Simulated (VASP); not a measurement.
A run of VASP 6.6.1 is set up as follows.

File INCAR:

```
ALGO = Fast ; EDIFF = 1E-7
ENCUT = 520 ; ISIF = 2
ISMEAR = 0 ; LASPH = T
LCHARG = F ; LREAL = F
LWAVE = F ; NBANDS = 18
NELM = 80 ; PREC = Accurate
SIGMA = 0.1
```

The input KPOINTS:

```
k-points
0
Gamma
  12 12 8
```

Contents of POSCAR:

```
Sc
1.0
    3.2295825147      0.0000000028      0.0000000000
   -1.6147912598      2.7969005000      0.0000000000
    0.0000000000      0.0000000000      4.9862302246
Sc
2
Direct
    0.3333333333      0.6666666667      0.2500000000
    0.6666666667      0.3333333333      0.7500000000
```

Potentials or basis: VASP PAW LDA potentials, release 64 (Sc_sv).

The run is started by

```bash
$ cat potpaw_LDA.64/Sc_sv/POTCAR > POTCAR
$ mpirun -np 1 vasp_std > vasp.out
```

**Question.** Estimate the pressure.

**Answer.** 0.1 GPa.

**Question.** Estimate the band gap on the k mesh.

**Answer.** Zero (band 11 reaches 5.04 eV, above the bottom of band 12 at 3.38 eV).
